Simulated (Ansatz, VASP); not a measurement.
**Two plane-wave programs on MgIn2N2**

INCAR

```
SYSTEM = MgIn2N2
ALGO = Normal
EDIFF = 1E-6
ENCUT = 520
GGA = CA
ISIF = 2
ISMEAR = 0
LASPH = .TRUE.
LCHARG = .FALSE.
LREAL = .FALSE.
LWAVE = .FALSE.
NBANDS = 27
NELM = 100
PREC = Accurate
SIGMA = 0.01
```

KPOINTS

```
k-points
0
G
  6 6 6
  0 0 0
```

The input POSCAR:

```
MgIn2N2
1.0
    1.6315175486      0.9419567080      7.5794559869
   -1.6315175486      0.9419567080      7.5794559869
    0.0000000000     -1.8839143919      7.5794559868
Mg In N
1 2 2
Direct
    0.0000000000      0.0000000000      0.0000000000
    0.4395383651      0.4395383651      0.4395383650
    0.5604616349      0.5604616349      0.5604616350
    0.2768527704      0.2768527704      0.2768527705
    0.7231472296      0.7231472296      0.7231472295
```

Input for Ansatz:

```yaml
crystal:
  lattice:
    - [1.631517548597814, 0.9419567079600658, 7.5794559868748825]
    - [-1.6315175485978002, 0.9419567079600666, 7.57945598687489]
    - [7.65751384459632e-15, -1.8839143919366368, 7.579455986768982]
  atoms:
    - { symbol: Mg, position: [-5.853735264670201e-30, -6.2864071693692616e-30, -6.564534077848856e-30] }
    - { symbol: In, position: [0.439538365135296, 0.43953836513529565, 0.43953836499786014] }
    - { symbol: In, position: [0.5604616348647046, 0.5604616348647041, 0.5604616350021375] }
    - { symbol: "N", position: [0.27685277042516776, 0.27685277042516754, 0.276852770535386] }
    - { symbol: "N", position: [0.7231472295748322, 0.7231472295748317, 0.7231472294646111] }
kpoints:
  mp_grid:
    grid: [6, 6, 6]
hamiltonian:
  xc: lda
scf:
  max_iter: 200
  n_extra_bands: 12
  occupations:
    method: fixed
output:
  forces: true
  stress: true
```

Alike in both runs: task single point; functional LDA; k mesh 6 × 6 × 6; no spin polarisation.

|  | VASP | Ansatz |
| --- | --- | --- |
| version | VASP 6.6.1 | Ansatz 0.2.0 |
| potentials or method | VASP PAW LDA potentials, release 64 (Mg, In_d, N) | plane waves, PAW |
| plane-wave cutoff (eV) | 520 | 420 |
| occupations | gaussian, width 0.01 eV | fixed |
| valence electrons in the cell | 38 | 46 |

Ansatz gave:

```
pressure (GPa)                                                : 0.0
traceless stress, the component that is largest in VASP (GPa) : 0.03
rms of the force components (eV/Å)                            : 0.011
```

Problem. Which values does VASP return?

Solution. Pressure (GPa): -0.3; traceless stress, the component that is largest in VASP (GPa): 0.05; rms of the force components (eV/Å): 0.031.

LDA's correlation is that of Perdew and Zunger in VASP and of Perdew and Wang (1992) in Ansatz. Atom by atom the forces differ by 0.020 eV/Å (rms over components). VASP's potentials hold 38 valence electrons a cell and Ansatz's 46, so a difference there can come from the potentials and not from the codes.
